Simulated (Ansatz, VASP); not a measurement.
## Pt in VASP and in Ansatz

```
CELL_PARAMETERS angstrom
0.00000 1.96090 1.96090
1.96090 0.00000 1.96090
1.96090 1.96090 0.00000
ATOMIC_POSITIONS crystal
Pt 0.00000 0.00000 0.00000
```

Alike in both runs: task single point; functional PBE; k mesh 6 × 6 × 6; occupations methfessel-paxton of order 1, width 0.15 eV; no spin polarisation.

|  | VASP | Ansatz |
| --- | --- | --- |
| version | VASP 6.6.1 | Ansatz 0.2.0 |
| potentials or method | VASP PAW PBE potentials, release 64 (Pt), cutoff 500 eV | plane waves, PAW |
| valence electrons in the cell | 10 | 18 |

```tsv
	VASP	Ansatz	Ansatz less VASP
pressure (GPa)	6.7	7.3	+0.56
```

VASP's potentials hold 10 valence electrons a cell and Ansatz's 18, so a difference there can come from the potentials and not from the codes.

The k mesh is coarse, so the values compare programs but aren't converged. Spin-orbit coupling is off throughout.
